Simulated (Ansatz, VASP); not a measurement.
# IrRh5: VASP beside Ansatz

INCAR

```
PREC = Accurate ; ENCUT = 600
EDIFF = 1E-7 ; ISMEAR = 0
SIGMA = 0.1 ; LREAL = False
LASPH = True ; NELM = 100
ALGO = Fast ; ISIF = 3
LWAVE = False ; LCHARG = False
GGA = PE ; IBRION = 2
NSW = 100 ; EDIFFG = -0.01
```

The input KPOINTS:

```
regular mesh
0
Gamma
  18 18 4
```

Contents of POSCAR:

```
IrRh5
1.0
    2.7282983000      0.0000000000      0.0000000000
   -1.3641492000      2.3627757000      0.0000000000
    0.0000000000      0.0000000000     13.1908402000
Ir Rh
1 5
Direct
    0.6666667000      0.3333333000      0.5000000000
    0.3333333000      0.6666667000      0.6666140000
    0.3333333000      0.6666667000      0.0000000000
    0.3333333000      0.6666667000      0.3333860000
    0.6666667000      0.3333333000      0.8340350000
    0.6666667000      0.3333333000      0.1659650000
```

Input for Ansatz:

```yaml
crystal:
  lattice:
    - [2.7282983, 0.0, 0.0]
    - [-1.3641492, 2.3627757, 0.0]
    - [0.0, 0.0, 13.1908402]
  atoms:
    - { symbol: Ir, position: [0.6666667, 0.3333333, 0.5] }
    - { symbol: Rh, position: [0.3333333, 0.6666667, 0.666614] }
    - { symbol: Rh, position: [0.3333333, 0.6666667, 0.0] }
    - { symbol: Rh, position: [0.3333333, 0.6666667, 0.333386] }
    - { symbol: Rh, position: [0.6666667, 0.3333333, 0.834035] }
    - { symbol: Rh, position: [0.6666667, 0.3333333, 0.165965] }
basis:
  ecutwfc: 420
kpoints:
  mp_grid: { grid: [18, 18, 4] }
hamiltonian:
  xc: pbe
scf:
  occupations: { method: gaussian, width: 0.1 }
output:
  forces: true
  stress: true
  eigenvalues: true
relax:
  adjacent_minimum: "off"
  f_tol: 0.01
  max_steps: 80
  cell: { stress_tol: 0.05 }
```

Alike in both runs: task relaxation of cell and atoms; functional PBE; k mesh 18 × 18 × 4; occupations gaussian, width 0.1 eV; no spin polarisation.

```csv
,VASP,Ansatz
version,VASP 6.6.1,Ansatz 0.2.0
potentials or method,"VASP PAW PBE potentials, release 64 (Ir, Rh_pv), cutoff 600 eV","scalar-relativistic, plane waves, PAW"
valence electrons in the cell,84,102
```

|  | VASP | Ansatz | Ansatz less VASP |
| --- | --- | --- | --- |
| gap on the k mesh at the Fermi level, each at its own relaxed structure (eV) | none | none | - |
| relaxed volume (Å³/atom) | 14.17 | 14.17 | -0.003 |
| relaxed length of the cell vector where the two differ most in proportion (Å) | 13.192 | 13.191 | -0.0014 |

A gap of «none» marks a metal or a gap that the smearing closes. VASP's potentials hold 84 valence electrons a cell and Ansatz's 102, so a difference there can come from the potentials and not from the codes.

Spin-orbit coupling is off throughout.
